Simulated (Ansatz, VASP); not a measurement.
BAs: VASP beside Ansatz

```
B As
1.0
     1.45804    0.84180    4.56141
    -1.45804    0.84180    4.56141
     0.00000   -1.68360    4.56141
B As
1 1
Direct
  0.00000 0.00000 0.00000
  0.50000 0.50000 0.50000
```

Change from the starting cell: species swapped into the FeIr type (R-3m, No. 166).

Alike in both runs: task relaxation of cell and atoms; functional PBE; k mesh 6 × 6 × 6; occupations gaussian, width 0.1 eV; no spin polarisation.

```csv
,VASP,Ansatz
version,VASP 6.6.1,Ansatz 0.2.0
potentials or method,"VASP PAW PBE potentials, release 64 (B, As), cutoff 600 eV","scalar-relativistic, plane waves, PAW"
valence electrons in the cell,8,18
```

|  | VASP | Ansatz | Ansatz less VASP |
| --- | --- | --- | --- |
| gap on the k mesh at the Fermi level, each at its own relaxed structure (eV) | none | none | - |
| relaxed volume (Å³/atom) | 12.32 | 12.27 | -0.041 |
| relaxed length of the cell vector where the two differ most in proportion (Å) | 3.339 | 3.336 | -0.0032 |

A gap of «none» marks a metal or a gap that the smearing closes. VASP's potentials hold 8 valence electrons a cell and Ansatz's 18, so a difference there can come from the potentials and not from the codes.

The k mesh is coarse, so the values compare programs but aren't converged. Noted on VASP's run: the volume moved by over 15 % at a fixed basis, so the end points are rough.
